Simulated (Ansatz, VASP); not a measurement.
## One calculation of Tl, two programs

```
Tl
1.0
    -3.05379    3.05379    1.61676
     3.05379   -3.05379    1.61676
     3.05379    3.05379   -1.61676
Tl
2
Direct
  0.00000 0.00000 0.00000
  0.75000 0.25000 0.50000
```

Alike in both runs: functional PBEsol; k mesh 18 × 18 × 18; occupations gaussian, width 0.1 eV; no spin polarisation.

Ansatz relaxed the structure, and its values are those at the end. VASP's run is a single point on that final structure, the one shown.

|  | VASP | Ansatz |
| --- | --- | --- |
| version | VASP 6.6.1 | Ansatz 0.2.0 |
| potentials or method | VASP PAW PBE potentials, release 64 (Tl_d), cutoff 520 eV | scalar-relativistic, plane waves, PAW |
| valence electrons in the cell | 26 | 26 |

```csv
,VASP,Ansatz,Ansatz less VASP
gap on the k mesh at the Fermi level (eV),none,none,-
pressure (GPa),0.0,0.0,+0.05
```

VASP's potentials were made for PBE, not for PBEsol. A gap of «none» marks a metal or a gap that the smearing closes. With one functional, cell and mesh, what is left measures potentials, basis and numerics.

Neither program's run includes spin-orbit coupling.
